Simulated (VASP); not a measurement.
# Zr16N15 (a cell with a defect) in VASP: single point with PBE

Aim: the single point of Zr16N15 (a cell with a defect) with PBE.

Program: VASP 6.6.1. These are calculated values, not measurements. Logs are shortened: lines on timing, memory, paths and dates and some standing lists are left out, and cuts for length are marked.

**1. The cell of the first run**

The cell holds a defect, 31 atoms: a = 7.958 Å, b = 7.958 Å, c = 7.958 Å, α = 109.47°, β = 109.47°, γ = 109.47°.

**2. Single point, PBE**

Contents of INCAR:

```
ALGO = Normal
EDIFF = 1E-6
ENCUT = 520
GGA = PE
ISIF = 2
ISMEAR = 0
LASPH = True
LCHARG = True
LELF = True
LREAL = Auto
LVHAR = True
LWAVE = False
NBANDS = 154
NELM = 100
PREC = Accurate
SIGMA = 0.1
```

Contents of KPOINTS:

```
Automatic mesh
0
Gamma
  4 4 4
  0.5 0.5 0.5
```

Contents of POSCAR:

```
Zr16N15
1.0
    4.5945978683      4.5945978683     -4.5945978683
   -4.5945978683     -4.5945978683     -4.5945978683
   -4.5945978683      4.5945978683      4.5945978683
Zr N
16 15
Direct
    0.2500000000      0.2457497044     -0.0042502956
    0.5000000000      0.0000000000      0.0000000000
    0.7500000000      0.7500000000      0.0000000000
    0.7500000000      0.2500000000      0.5000000000
   -0.0042502956      0.2457497044      0.2500000000
    0.2500000000      0.0000000000      0.2500000000
    0.5042502956      0.7542502956      0.2500000000
    0.7500000000      0.5000000000      0.2500000000
   -0.0042502956      0.5000000000     -0.0042502956
    0.5000000000      0.2500000000      0.7500000000
    0.7500000000      0.0000000000      0.7500000000
    0.0000000000      0.0000000000      0.5000000000
    0.2500000000      0.7542502956      0.5042502956
    0.5042502956      0.5000000000      0.5042502956
    0.0000000000      0.7500000000      0.7500000000
    0.2500000000      0.5000000000      0.7500000000
    0.5009775846      0.2490224154      0.2500000000
    0.7500000000      0.0000000000      0.2500000000
    0.7500000000      0.5000000000      0.7500000000
   -0.0009775846      0.5000000000      0.5009775846
    0.2500000000      0.2490224154      0.5009775846
    0.5009775846      0.0019551691      0.5009775846
    0.7519551691      0.7509775846      0.5009775846
   -0.0009775846      0.7509775846      0.2500000000
    0.5009775846      0.5000000000     -0.0009775846
    0.7480448309      0.2490224154     -0.0009775846
   -0.0009775846      0.2490224154      0.7480448309
    0.2500000000      1.0000000000      0.7500000000
    0.5009775846      0.7509775846      0.7519551691
   -0.0009775846     -0.0019551691     -0.0009775846
    0.2500000000      0.7509775846     -0.0009775846
```

Potentials or basis: VASP PAW PBE potentials, release 64 (Zr_sv, N).

On the command line:

```
> cat potpaw_PBE.64/Zr_sv/POTCAR potpaw_PBE.64/N/POTCAR > POTCAR
> mpirun -np 1 vasp_std > vasp.out
```

OUTCAR:

```text
EDIFF = 1E-6
   ENCUT = 520
   GGA = PE
   ISIF = 2
   ISMEAR = 0
   LASPH = True
   LREAL = Auto
   NELM = 100
   PREC = Accurate

 ion  position               nearest neighbor table
   1  0.250  0.246  0.996-  28 2.26  27 2.31  30 2.31  25 2.31  17 2.31  10 3.22  12 3.22  15 3.22
                             2 3.22  16 3.25   6 3.25   8 3.25  11 3.25   5 3.30   9 3.30  14 3.30
   2  0.500  0.000  0.000-  17 2.29  31 2.29  29 2.29  26 2.29  18 2.30  28 2.30   7 3.22  13 3.22
                             1 3.22   5 3.22   4 3.25  10 3.25  11 3.25   3 3.25   6 3.25   8 3.25
   3  0.750  0.750  0.000-  24 2.29  25 2.29  29 2.29  30 2.29  18 2.30  19 2.30   9 3.22  14 3.22
                             5 3.22   7 3.22  11 3.25  12 3.25   8 3.25  15 3.25   2 3.25   6 3.25
   4  0.750  0.250  0.500-  17 2.29  20 2.29  22 2.29  27 2.29  19 2.30  18 2.30   9 3.22  14 3.22
                             5 3.22   7 3.22  12 3.25   8 3.25  10 3.25  11 3.25   2 3.25  16 3.25
   5  0.996  0.246  0.250-  18 2.26  26 2.31  30 2.31  20 2.31  21 2.31   3 3.22   4 3.22  12 3.22
                             2 3.22  16 3.25   8 3.25   6 3.25  11 3.25   1 3.30   9 3.30  13 3.30
   6  0.250  0.000  0.250-  17 2.30  21 2.30  24 2.30  31 2.30  30 2.30  22 2.30   2 3.25  10 3.25
                            12 3.25  15 3.25   4 3.25   3 3.25   7 3.25   1 3.25   5 3.25  13 3.25
   7  0.504  0.754  0.250-  18 2.26  22 2.31  23 2.31  25 2.31  31 2.31   3 3.22   4 3.22  12 3.22
                             2 3.22   6 3.25   8 3.25  11 3.25  16 3.25  13 3.30  14 3.30   1 3.30
   8  0.750  0.500  0.250-  17 2.30  20 2.30  24 2.30  25 2.30  23 2.30  26 2.30   3 3.25   4 3.25
                            15 3.25  10 3.25  12 3.25   2 3.25   9 3.25   5 3.25  14 3.25   7 3.25
   9  0.996  0.500  0.996-  19 2.26  27 2.31  26 2.31  31 2.31  24 2.31   4 3.22  10 3.22  15 3.22
[... 16 lines left out ...]
  18  0.750  0.000  0.250-   5 2.26   7 2.26   4 2.30   2 2.30   3 2.30  12 2.30
  19  0.750  0.500  0.750-   9 2.26  14 2.26   3 2.30  10 2.30   4 2.30  15 2.30
  20  0.999  0.500  0.501-   4 2.29  15 2.29   8 2.30  16 2.30  13 2.31   5 2.31
  21  0.250  0.249  0.501-  10 2.29  12 2.29   6 2.30  16 2.30  14 2.31   5 2.31
  22  0.501  0.002  0.501-   4 2.29  10 2.29  11 2.30   6 2.30   7 2.31  13 2.31
  23  0.752  0.751  0.501-  12 2.29  15 2.29  11 2.30   8 2.30   7 2.31  14 2.31
  24  0.999  0.751  0.250-   3 2.29  12 2.29   8 2.30   6 2.30   9 2.31  13 2.31
  25  0.501  0.500  0.999-   3 2.29  10 2.29   8 2.30  16 2.30   1 2.31   7 2.31
  26  0.748  0.249  0.999-   2 2.29  10 2.29  11 2.30   8 2.30   5 2.31   9 2.31
  27  0.999  0.249  0.748-   4 2.29  12 2.29  11 2.30  16 2.30   9 2.31   1 2.31
  28  0.250  0.000  0.750-   1 2.26  13 2.26  10 2.30  12 2.30   2 2.30  15 2.30
  29  0.501  0.751  0.752-   2 2.29   3 2.29  11 2.30  16 2.30  14 2.31  13 2.31
  30  0.999  0.998  0.999-   3 2.29  15 2.29  11 2.30   6 2.30   5 2.31   1 2.31
  31  0.250  0.751  0.999-   2 2.29  15 2.29   6 2.30  16 2.30   9 2.31   7 2.31

  LATTYP: Found a body centered cubic cell.
 ALAT       =     9.1891957366

  Lattice vectors:

 A1 = (   4.5945978683,   4.5945978683,  -4.5945978683)
 A2 = (  -4.5945978683,  -4.5945978683,  -4.5945978683)
 A3 = (  -4.5945978683,   4.5945978683,   4.5945978683)

Analysis of symmetry for initial positions (statically):
=====================================================================
 Subroutine PRICEL returns:
 Original cell was already a primitive cell.

 Routine SETGRP: Setting up the symmetry group for a
 body centered cubic supercell.

 Subroutine GETGRP returns: Found 48 space group operations
 (whereof  4 operations were pure point group operations)
 out of a pool of 48 trial point group operations.

The static configuration has the point symmetry C_2v.
 The point group associated with its full space group is O_h .

Analysis of symmetry for dynamics (positions and initial velocities):
=====================================================================
 Subroutine PRICEL returns:
 Original cell was already a primitive cell.

 Routine SETGRP: Setting up the symmetry group for a
 body centered cubic supercell.

 Subroutine GETGRP returns: Found 48 space group operations
 (whereof  4 operations were pure point group operations)
 out of a pool of 48 trial point group operations.

The dynamic configuration has the point symmetry C_2v.
 The point group associated with its full space group is O_h .

 Subroutine INISYM returns: Found 48 space group operations
 (whereof  4 operations are pure point group operations),
 and found     1 'primitive' translations

----------------------------------------------------------------------------------------

                                     Primitive cell

  volume of cell :     387.9739

  direct lattice vectors                    reciprocal lattice vectors
     4.594597868  4.594597868 -4.594597868     0.000000000  0.108823452 -0.108823452
    -4.594597868 -4.594597868 -4.594597868    -0.108823452  0.000000000 -0.108823452
    -4.594597868  4.594597868  4.594597868    -0.108823452  0.108823452  0.000000000

  length of vectors
     7.958076948  7.958076948  7.958076948     0.153899602  0.153899602  0.153899602

  position of ions in fractional coordinates (direct lattice)
     0.250000000  0.245749704  0.995749704
     0.500000000  0.000000000  0.000000000
     0.750000000  0.750000000  0.000000000
     0.750000000  0.250000000  0.500000000
     0.995749704  0.245749704  0.250000000
     0.250000000  0.000000000  0.250000000
[... 23 lines left out ...]
     0.999022415  0.998044831  0.999022415
     0.250000000  0.750977585  0.999022415

  ion indices of the primitive-cell ions
   primitive index   ion index
                 1           1
                 2           2
                 3           3
                 4           4
                 5           5
                 6           6
[... 23 lines left out ...]
                30          30
                31          31

----------------------------------------------------------------------------------------

 KPOINTS: Automatic mesh

Automatic generation of k-mesh.
 Grid dimensions read from file:
 generate k-points for:    4    4    4

 Generating k-lattice:

  Cartesian coordinates                     Fractional coordinates (reciprocal lattice)
     0.000000000  0.027205863 -0.027205863     0.250000000  0.000000000  0.000000000
    -0.027205863  0.000000000 -0.027205863     0.000000000  0.250000000  0.000000000
    -0.027205863  0.027205863  0.000000000     0.000000000  0.000000000  0.250000000

  Length of vectors
     0.038474900  0.038474900  0.038474900

  Shift w.r.t. Gamma in fractional coordinates (k-lattice)
     0.500000000  0.500000000  0.500000000

 Subroutine IBZKPT returns following result:
 ===========================================

 Found      6 irreducible k-points:

 Following reciprocal coordinates:
            Coordinates               Weight
  0.125000  0.125000  0.125000      8.000000
  0.375000  0.125000  0.125000     12.000000
 -0.125000  0.125000  0.125000      6.000000
 -0.375000  0.375000  0.125000     24.000000
 -0.375000 -0.375000  0.125000      8.000000
 -0.375000  0.375000  0.375000      6.000000
   k-points           NKPTS =      6   k-points in BZ     NKDIM =      6   number of bands    NBANDS=    154
   number of dos      NEDOS =    301   number of ions     NIONS =     31
   total plane-waves  NPLWV = 216000
   dimension x,y,z NGX =    60 NGY =   60 NGZ =   60
   dimension x,y,z NGXF=   120 NGYF=  120 NGZF=  120
   ions per type =              16  15
   NGX,Y,Z   is equivalent  to a cutoff of  12.53, 12.53, 12.53 a.u.
   NGXF,Y,Z  is equivalent  to a cutoff of  25.07, 25.07, 25.07 a.u.
 SYSTEM =  unknown system
   PREC   = accura    normal or accurate (medium, high low for compatibility)
   ISTART =      0    job   : 0-new  1-cont  2-samecut
   ICHARG =      2    charge: 1-file 2-atom 10-const
   ISPIN  =      1    spin polarized calculation?
   LNONCOLLINEAR =      F non collinear calculations
   LSORBIT =      F    spin-orbit coupling
   LASPH  =      T    aspherical Exc in radial PAW
   ENCUT  =  520.0 eV  38.22 Ry    6.18 a.u.  14.80 14.80 14.80*2*pi/ulx,y,z
   NELM   =    100;   NELMIN=  2; NELMDL= -5     # of ELM steps
   EDIFF  = 0.1E-05   stopping-criterion for ELM
   LREAL  =      T    real-space projection
   EDIFFG = 0.1E-04   stopping-criterion for IOM
   NSW    =      0    number of steps for IOM
   IBRION =     -1    ionic relax: 0-MD 1-quasi-New 2-CG
   NFREE  =      0    steps in history (QN), initial steepest desc. (CG)
   ISIF   =      2    stress and relaxation
   ISYM   =      2    0-nonsym 1-usesym 2-fastsym
   POTIM  = 0.5000    time-step for ionic-motion
   TEBEG  =    0.0;   TEEND  =   0.0 temperature during run
   PSTRESS=    0.0 pullay stress
   NELECT =     267.0000    total number of electrons
   NUPDOWN=      -1.0000    fix difference up-down
   EMIN   =  10.00;   EMAX   =-10.00  energy-range for DOS
   EFERMI =   0.00;   METHOD = LEGACY
   ISMEAR =     0;   SIGMA  =   0.10  broadening in eV -4-tet -1-fermi 0-gaus
   EFERMI_NEDOS =   21; number of points for ismear=-14 and -15
   IALGO  =     38    algorithm
   IMIX   =      4    mixing-type and parameters
     AMIX     =   0.40;   BMIX     =  1.00
     AMIX_MAG =   1.60;   BMIX_MAG =  1.00
  volume/ion in A,a.u.               =      12.52        84.46
  Fermi-wavevector in a.u.,A,eV,Ry     =   1.445366  2.731345 28.423687  2.089082
  Thomas-Fermi vector in A             =   2.563556
   LORBIT       =      0    0 simple, 1 ext, 2 COOP (PROOUT), +10 PAW based schemes
   GGA     = PE    functional components
   LHFCALC =     F    Hartree Fock is set to
   AEXX    =    0.0000 exact exchange contribution
   IVDW    =     0    specifies the selected vdW correction
   LEPSILON=     F    determine dielectric tensor
   LRPA    =     F    only Hartree local field effects (RPA)
 non-spin polarized calculation
 Gauss-broadening in eV      SIGMA  =   0.10
  energy-cutoff  :      520.00
  volume of cell :      387.97
 maximum number of plane-waves:     10483
   NGX = 29   NGY = 29   NGZ = 29

 number of electron     267.0000011 magnetization

 Free energy of the ion-electron system (eV)
  ---------------------------------------------------
  ext. energy  EPLUGINS =         0.00000000
  ---------------------------------------------------
  free energy    TOTEN  =      -314.46134549 eV

  energy without entropy =     -314.39123238  energy(sigma->0) =     -314.42628894

 E-fermi :  11.6205     XC(G=0): -12.3729

 val. band max:       11.5774888186   @ k =  -0.3750   0.3750   0.1250
 cond. band min:      11.6712768595   @ k =   0.3750   0.1250   0.1250
 fundamental gap:      0.0937880409
 Fermi energy:        11.6204533692

 k-point     1 :       0.1250    0.1250    0.1250
  band No.  band energies     occupation
      1     -37.9190      2.00000
      2     -37.8658      2.00000
      3     -37.8658      2.00000
      4     -37.8530      2.00000
      5     -37.8223      2.00000
      6     -37.8223      2.00000
[... 877 lines left out ...]
    144      13.5827      0.00000
    145      13.6457      0.00000
 [bands above 145 left out]

------------------------ aborting loop because EDIFF is reached ----------------------------------------

  FORCE on cell =-STRESS in cart. coord.  units (eV):
  Direction    XX          YY          ZZ          XY          YZ          ZX
  --------------------------------------------------------------------------------------
  -------------------------------------------------------------------------------------
  Total        0.7596359      0.7596359      0.7596359      0.0000000     -0.0000000     -0.0000000
  in kB        3.1369930      3.1369930      3.1369930      0.0000000     -0.0000000     -0.0000000
  external PRESSURE =       3.1369930 kB  Pullay stress =       0.0000000 kB

 VOLUME and BASIS-vectors are now :
 -----------------------------------------------------------------------------
  energy-cutoff  :      520.00
  volume of cell :      387.97
      direct lattice vectors                 reciprocal lattice vectors
     4.594597868  4.594597868 -4.594597868     0.000000000  0.108823452 -0.108823452
    -4.594597868 -4.594597868 -4.594597868    -0.108823452  0.000000000 -0.108823452
    -4.594597868  4.594597868  4.594597868    -0.108823452  0.108823452  0.000000000

 POSITION                                       TOTAL-FORCE (eV/Angst)
 -----------------------------------------------------------------------------------
     -4.55554      4.59460      2.29730        -0.015643     -0.000000      0.000000
      2.29730      2.29730     -2.29730        -0.000000     -0.000000      0.000000
      0.00000      0.00000     -6.89190        -0.000000     -0.000000      0.000000
      0.00000      4.59460     -2.29730        -0.000000     -0.000000      0.000000
      2.29730      4.59460     -4.55554        -0.000000     -0.000000     -0.015643
      0.00000      2.29730      0.00000        -0.000000     -0.000000      0.000000
[... 23 lines left out ...]
     -4.58561      4.59460     -4.58561        -0.007552      0.000000     -0.007552
     -6.89190      2.28832     -0.00898        -0.000000      0.007552      0.007552
 -----------------------------------------------------------------------------------
    total drift:                               -0.000008     -0.000013     -0.000005

  FREE ENERGIE OF THE ION-ELECTRON SYSTEM (eV)
  ---------------------------------------------------
  free  energy   TOTEN  =      -314.4613454938 eV

  energy  without entropy=     -314.3912323833  energy(sigma->0) =     -314.42628894
```

Run time: 9.6 min. Hardware: 1 thread of AMD EPYC 9R45 (Zen 5), shared host; peak memory 0.59 GiB.

Results:

```yaml
Free_energy: -314.4613 eV
Pressure: 0.3 GPa
Largest_force: 0.016 eV/Å
```

Forces in eV/Å, atoms in the order of the input:
```
Zr  -0.016  0.000  0.000
Zr   0.000  0.000  0.000
Zr   0.000  0.000  0.000
Zr   0.000  0.000  0.000
Zr   0.000  0.000 -0.016
Zr   0.000  0.000  0.000
Zr   0.000  0.000  0.016
Zr   0.000  0.000  0.000
Zr   0.000  0.016  0.000
Zr   0.000  0.000  0.000
Zr   0.000  0.000  0.000
Zr   0.000  0.000  0.000
Zr   0.016  0.000  0.000
Zr   0.000 -0.016  0.000
Zr   0.000  0.000  0.000
Zr   0.000  0.000  0.000
N   -0.008 -0.008  0.000
N    0.000  0.000  0.000
N    0.000  0.000  0.000
N    0.008  0.000 -0.008
N    0.000 -0.008 -0.008
N    0.008  0.000  0.008
N    0.000 -0.008  0.008
N    0.008  0.008  0.000
N   -0.008  0.000  0.008
N    0.000  0.008 -0.008
N   -0.008  0.008  0.000
N    0.000  0.000  0.000
N    0.008 -0.008  0.000
N   -0.008  0.000 -0.008
N    0.000  0.008  0.008
```
